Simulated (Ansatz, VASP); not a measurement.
# CdTe: VASP beside Ansatz

File POSCAR:

```
CdTe
1.0
    0.0000000000      3.1506674698      3.1506674698
    3.1506674698      0.0000000000      3.1506674698
    3.1506674698      3.1506674698      0.0000000000
Cd Te
1 1
Direct
    0.0000000000      0.0000000000      0.0000000000
    0.2500000000      0.2500000000      0.2500000000
```

Contents of INCAR.step1:

```
SYSTEM = CdTe
PREC = Accurate ; ENCUT = 520
ISMEAR = 0 ; SIGMA = 0.01
LREAL = .False. ; LASPH = .True.
NELM = 80 ; NBANDS = 16
GGA = PE ; ALGO = Normal
EDIFF = 1E-4 ; LWAVE = .True.
LCHARG = .False.
```

Contents of INCAR.step2:

```
SYSTEM = CdTe
PREC = Accurate ; ENCUT = 520
EDIFF = 1E-6 ; ISMEAR = 0
SIGMA = 0.01 ; LREAL = .False.
LASPH = .True. ; NELM = 80
ALGO = Normal ; ISIF = 2
LWAVE = .False. ; LCHARG = .False.
METAGGA = R2SCAN ; LMIXTAU = .True.
NBANDS = 16 ; ISTART = 1
```

The input KPOINTS:

```
regular mesh
0
Gamma
  5 5 5
  0 0 0
```

Input for Ansatz:

```yaml
crystal:
  lattice:
    - [0.0, 3.150667469835445, 3.150667469835445]
    - [3.150667469835445, 0.0, 3.150667469835445]
    - [3.150667469835445, 3.150667469835445, 0.0]
  atoms:
    - { symbol: Cd, position: [0.0, 0.0, 0.0] }
    - { symbol: Te, position: [0.25, 0.25, 0.25] }
kpoints:
  mp_grid:
    grid: [5, 5, 5]
hamiltonian:
  xc: r2scan
  pseudopotentials:
    kind: nc
scf:
  mixing:
    algorithm: anderson
    beta: 0.7
  occupations:
    method: fixed
output:
  stress: true
```

Alike in both runs: task single point; functional r2SCAN; k mesh 5 × 5 × 5; no spin polarisation.

```csv
,VASP,Ansatz
version,VASP 6.6.1,Ansatz 0.2.0
potentials or method,"VASP PAW PBE potentials, release 64 (Cd, Te)","plane waves, norm-conserving potentials"
plane-wave cutoff (eV),520,1306
occupations,"gaussian, width 0.01 eV",fixed
valence electrons in the cell,18,36
```

|  | VASP | Ansatz | Ansatz less VASP |
| --- | --- | --- | --- |
| pressure (GPa) | 6.6 | 6.4 | -0.19 |

VASP's potentials were made for PBE, not for r2SCAN. VASP's potentials hold 18 valence electrons a cell and Ansatz's 36, so a difference there can come from the potentials and not from the codes.

Spin-orbit coupling is off throughout.
